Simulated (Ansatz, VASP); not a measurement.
## Two plane-wave programs on NaCl

```xyz
2
Lattice="3.4472 0.0000 0.0000 0.0000 3.4472 0.0000 0.0000 0.0000 3.4472" Properties=species:S:1:pos:R:3 pbc="T T T"
Na    0.0000    0.0000    0.0000
Cl    1.7236    1.7236    1.7236
```

Alike in both runs: task relaxation of cell and atoms; functional PBEsol; k mesh 6 × 6 × 6; no spin polarisation.

|  | VASP | Ansatz |
| --- | --- | --- |
| version | VASP 6.6.1 | Ansatz 0.2.0 |
| potentials or method | VASP PAW PBE potentials, release 64 (Na_pv, Cl), cutoff 600 eV | scalar-relativistic, plane waves, PAW |
| occupations | gaussian, width 0.01 eV | fixed |
| valence electrons in the cell | 14 | 16 |

Ansatz gave:

```
gap on the k mesh at the Fermi level, each at its own relaxed structure (eV) : 3.99
relaxed volume (Å³/atom)                                                     : 20.48
relaxed cell length with the largest relative difference (Å)                 : 3.447
```

Question: Estimate VASP's values.

Answer: gap on the k mesh at the Fermi level, each at its own relaxed structure (eV): 3.99; relaxed volume (Å³/atom): 20.49; relaxed cell length with the largest relative difference (Å): 3.448.

VASP's potentials were made for PBE, not for PBEsol. VASP's potentials hold 14 valence electrons a cell and Ansatz's 16, so a difference there can come from the potentials and not from the codes.
